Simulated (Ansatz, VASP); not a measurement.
# Two plane-wave programs on Pt

```xyz
1
Lattice="-1.7210 1.7210 1.3424 1.7210 -1.7210 1.3424 1.7210 1.7210 -1.3424" Properties=species:S:1:pos:R:3 pbc="T T T"
Pt    0.0000    0.0000    0.0000
```

Alike in both runs: task single point; functional PBEsol; k mesh 24 × 24 × 24; occupations gaussian, width 0.15 eV; no spin polarisation.

|  | VASP | Ansatz |
| --- | --- | --- |
| version | VASP 6.6.1 | Ansatz 0.2.0 |
| potentials or method | VASP PAW PBE potentials, release 64 (Pt), cutoff 520 eV | scalar-relativistic, plane waves, PAW |
| valence electrons in the cell | 10 | 18 |

Ansatz gave:

```
gap on the k mesh at the Fermi level (eV)                     : none
pressure (GPa)                                                : -10.0
traceless stress, the component that is largest in VASP (GPa) : 4.73
```

Q: What did VASP give for the same quantities?

A: gap on the k mesh at the Fermi level (eV): none; pressure (GPa): -10.4; traceless stress, the component that is largest in VASP (GPa): 4.71.

VASP's potentials were made for PBE, not for PBEsol. A gap of «none» marks a metal or a gap that the smearing closes. With one functional, cell and mesh, what is left measures potentials, basis and numerics. VASP's potentials hold 10 valence electrons a cell and Ansatz's 18, so a difference there can come from the potentials and not from the codes.

Neither program's run includes spin-orbit coupling.
